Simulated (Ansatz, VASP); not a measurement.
# CoSi: VASP beside Ansatz

```
Co Si
1.0
     3.29021    0.00000    0.00000
    -1.64510    2.84940    0.00000
     0.00000    0.00000    4.95444
Co Si
2 2
Direct
  0.00000 0.00000 0.00000
  0.00000 0.00000 0.50000
  0.33333 0.66667 0.25000
  0.66667 0.33333 0.75000
```

Alike in both runs: task single point; functional PBE; k mesh 11 × 11 × 6; occupations fermi-dirac, width 0.05 eV; no spin polarisation.

|  | VASP | Ansatz |
| --- | --- | --- |
| version | VASP 6.6.1 | Ansatz 0.2.0 |
| potentials or method | VASP PAW PBE potentials, release 64 (Co, Si), cutoff 520 eV | all-electron LAPW, scalar-relativistic |

```tsv
	VASP	Ansatz	Ansatz less VASP
pressure (GPa)	13.7	14.0	+0.35
traceless stress, the component that is largest in VASP (GPa)	0.14	-0.04	-0.179
```

Ansatz ran all-electron here, and VASP with PAW potentials.
